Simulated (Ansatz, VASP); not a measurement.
**LiBe in VASP and in Ansatz**

```
Li Be
1.0
     2.29599    0.00000    0.00000
     0.00000    3.61277    0.00000
    -0.40174    0.00000    5.51353
Li Be
2 2
Direct
  0.73685 0.25000 0.15486
  0.28275 0.75000 0.84514
  0.75642 0.25000 0.57617
  0.24358 0.75000 0.42383
```

Change from the starting cell: one atom moved.

Alike in both runs: task single point; functional PBEsol; k mesh 18 × 12 × 8; occupations gaussian, width 0.1 eV; no spin polarisation.

|  | VASP | Ansatz |
| --- | --- | --- |
| version | VASP 6.6.1 | Ansatz 0.2.0 |
| potentials or method | VASP PAW PBE potentials, release 64 (Li_sv, Be), cutoff 520 eV | scalar-relativistic, plane waves, PAW |
| valence electrons in the cell | 10 | 10 |

|  | VASP | Ansatz | Ansatz less VASP |
| --- | --- | --- | --- |
| gap on the k mesh at the Fermi level (eV) | none | none | - |
| rms of the force components (eV/Å) | 0.023 | 0.027 | +0.0036 |

VASP's potentials were made for PBE, not for PBEsol. Atom by atom the forces differ by 0.004 eV/Å (rms over components). A gap of «none» marks a metal or a gap that the smearing closes.

Noted on VASP's run: the cutoff is short for stress, so the pressure is rough.
